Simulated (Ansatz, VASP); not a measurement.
Two plane-wave programs on Na2Nb

```
CELL_PARAMETERS angstrom
0.00000 3.86621 3.86621
3.86621 0.00000 3.86621
3.86621 3.86621 0.00000
ATOMIC_POSITIONS crystal
Na 0.62500 0.62500 0.62500
Na 0.12500 0.62500 0.62500
Na 0.62500 0.62500 0.12500
Na 0.62500 0.12500 0.62500
Nb 0.00000 0.00000 0.00000
Nb 0.25000 0.25000 0.25000
```

Alike in both runs: task relaxation of cell and atoms; functional PBE; k mesh 4 × 4 × 4; occupations gaussian, width 0.1 eV; no spin polarisation.

|  | VASP | Ansatz |
| --- | --- | --- |
| version | VASP 6.6.1 | Ansatz 0.2.0 |
| potentials or method | VASP PAW PBE potentials, release 64 (Na_pv, Nb_sv), cutoff 600 eV | scalar-relativistic, plane waves, PAW |
| valence electrons in the cell | 54 | 62 |

VASP gave:

* gap on the k mesh at the Fermi level, each at its own relaxed structure (eV): none
* relaxed volume (Å³/atom): 21.87
* relaxed length of the cell vector where the two differ most in proportion (Å): 5.704

Question: Estimate Ansatz's values.

Answer: gap on the k mesh at the Fermi level, each at its own relaxed structure (eV): none; relaxed volume (Å³/atom): 21.76; relaxed length of the cell vector where the two differ most in proportion (Å): 5.695.

A gap of «none» marks a metal or a gap that the smearing closes. VASP's potentials hold 54 valence electrons a cell and Ansatz's 62, so a difference there can come from the potentials and not from the codes.
